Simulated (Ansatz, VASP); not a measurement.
This is a calculation of Br for Ansatz 0.2.0.

File input.yaml:

```yaml
crystal:
  lattice:
    - [3.36325, -2.32255, 0.0]
    - [3.36325, 2.32255, 0.0]
    - [0.0, 0.0, 8.7023]
  atoms:
    - { symbol: Br, position: [0.3651, 0.6349, 0.3901] }
    - { symbol: Br, position: [0.1349, 0.8651, 0.8901] }
    - { symbol: Br, position: [0.6349, 0.3651, 0.6099] }
    - { symbol: Br, position: [0.8651, 0.1349, 0.1099] }
hamiltonian:
  xc: revpbe
  pseudopotentials: { kind: paw }
kpoints:
  mp_grid: { grid: [7, 7, 3] }
scf:
  occupations: { method: fermi_dirac, width: 0.05 }
output:
  forces: true
  stress: true
relax:
  f_tol: 0.01
  max_steps: 40
  cell: { stress_tol: 0.05 }
```

Potentials or basis: Ansatz PAW.

Command:

```sh
$ ansatz run input.yaml --threads 2 --pin off --max-ram 5632MiB --backend cpu --events-out ev --progress --plain --runs-dir out
```

Q: Set up the same calculation for VASP 6.6.1. Potentials there: VASP PAW PBE potentials, release 64 (Br).

A: As run (the cutoff follows the program's own potentials):

The input INCAR:

```
  ALGO = Normal
  EDIFF = 1E-7
  EDIFFG = -0.01
  ENCUT = 600
  GGA = RE
  IBRION = 2
  ISIF = 3
  ISMEAR = -1
  LASPH = True
  LCHARG = False
  LREAL = False
  LWAVE = False
  NELM = 100
  NSW = 60
  PREC = Accurate
  SIGMA = 0.05
```

Contents of KPOINTS:

```
k-points
0
Gamma
  7 7 3
```

POSCAR

```
Br
1.0
    3.3632500000     -2.3225500000      0.0000000000
    3.3632500000      2.3225500000      0.0000000000
    0.0000000000      0.0000000000      8.7023000000
Br
4
Direct
    0.3651000000      0.6349000000      0.3901000000
    0.1349000000      0.8651000000      0.8901000000
    0.6349000000      0.3651000000      0.6099000000
    0.8651000000      0.1349000000      0.1099000000
```

Potentials or basis: VASP PAW PBE potentials, release 64 (Br).

Run with:

```console
$ cat potpaw_PBE.64/Br/POTCAR > POTCAR
$ mpirun -np 1 vasp_std > vasp.out
```

Both were run:

|  | VASP | Ansatz | Ansatz less VASP |
| --- | --- | --- | --- |
| relaxed volume (Å³/atom) | 53.79 | 54.55 | +0.759 |
| relaxed length of the cell vector where the two differ most in proportion (Å) | 5.593 | 5.710 | +0.1167 |

VASP's potentials were made for PBE, not for revPBE.

Noted on VASP's run: the volume moved by over 15 % at a fixed basis, so the end points are rough. Noted on Ansatz's run: the volume moved by over 15 % at a fixed basis, so the end points are rough; odd divisions of the mesh miss points on the zone boundary, where band edges often lie, so the gap on the mesh can be too wide; the plane-wave basis is chosen anew once the cell has moved, so the energies of steps on either side of that aren't comparable.
